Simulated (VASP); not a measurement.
## GaAs: relaxation of cell and atoms with LDA

Crystal: GaAs.

```
Ga As
1.0
     0.00000    2.82685    2.82685
     2.82685    0.00000    2.82685
     2.82685    2.82685    0.00000
Ga As
1 1
Cartesian
  0.0000 0.0000 0.0000
  4.2403 4.2403 4.2403
```

- Program: VASP 6.6.1
- Task: relaxation of cell and atoms
- Functional: LDA
- Potentials or basis: VASP PAW LDA potentials, release 64 (Ga_d, As)
- Cutoff: 600 eV
- k mesh: 12 × 12 × 12
- Occupations: gaussian, width 0.01 eV
- Spin: no spin polarisation
- Dipole correction: no
- Further INCAR settings: ALGO = Normal; EDIFF = 1e-06; IBRION = 2; EDIFFG = -0.005; NSW = 100; ISIF = 3

```yaml
Relaxed_volume: 22.08 Å³/atom
Relaxed_cell: a = 3.967 Å, b = 3.967 Å, c = 3.967 Å, α = 60.00°, β = 60.00°, γ = 60.00°
Space_group_after_relaxing_to_0.05_Å: F-43m (No. 216)
Energy_gained_by_relaxing: 2.6 meV/atom
Ionic_steps: 3
Pressure_after_relaxing: 0.0 GPa
Band_gap_on_the_k_mesh: 0.50 eV, direct
```

Step by step:
```
step  energy change (eV)  largest force (eV/Å)  pressure (GPa)  volume (Å³)
   1              0.0000                0.0000           -1.62        45.18
   2             -0.0041                0.0000            0.75        43.70
   3             -0.0052                0.0000            0.01        44.16
```

Final structure:
```xyz
2
Lattice="0.0000 2.8054 2.8054 2.8054 0.0000 2.8054 2.8054 2.8054 0.0000" Properties=species:S:1:pos:R:3 pbc="T T T"
Ga    0.0000    0.0000    0.0000
As    4.2081    4.2081    4.2081
```

Levels at points of the mesh, in eV from the valence-band top:
```
           k point  band 6  band 7  band 8  band 9  band 10  band 11  band 12  band 13
(0.00, 0.00, 0.00)  -12.93    0.00    0.00    0.00     0.50     3.68     3.68     3.68
(0.50, 0.00, 0.00)  -11.09   -6.82   -1.18   -1.18     0.93     4.59     4.59     7.59
(0.50, 0.50, 0.00)  -10.32   -6.98   -2.77   -2.77     1.30     1.54    10.22    10.22
```

Run time: 43 s on 1 thread of AMD EPYC 9R45 96-Core Processor (Zen 5) (shared host), peak memory 0.17 GiB.

A k mesh can miss the band edges. LDA usually gives volumes a few per cent too small.
